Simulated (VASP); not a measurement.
Crystal: GaAs.

```xyz
2
Lattice="0.0000 2.8268 2.8268 2.8268 0.0000 2.8268 2.8268 2.8268 0.0000" Properties=species:S:1:pos:R:3 pbc="T T T"
As    4.2403    4.2403    4.2403
Ga    0.0000    0.0000    0.0000
```

Base run:

| Property | Result |
| --- | --- |
| Program | VASP 6.6.1 |
| Functional | PBE |
| Potentials or basis | VASP PAW PBE potentials, release 64 (As, Ga_d) |
| Cutoff | 520 eV |
| k mesh | 7 × 7 × 7 |
| Occupations | methfessel-paxton, width 0.1 eV |
| Spin | no spin polarisation |

Its results: band gap on the k mesh 0.52 eV; pressure 3.4 GPa.

Task: The run is repeated on the same cell with these changes: functional from PBE to pbe exchange, lyp correlation; cutoff from 520 eV to 500 eV; k mesh from 7 × 7 × 7 to 8 × 8 × 8. What comes out?

Result: Band gap on the k mesh 0.37 eV; pressure 7.3 GPa.

Several settings changed at once.

Caveats: the cell stands under pressure; the PAW data sets were made with another functional, which shifts forces and pressure a little (at least some runs).

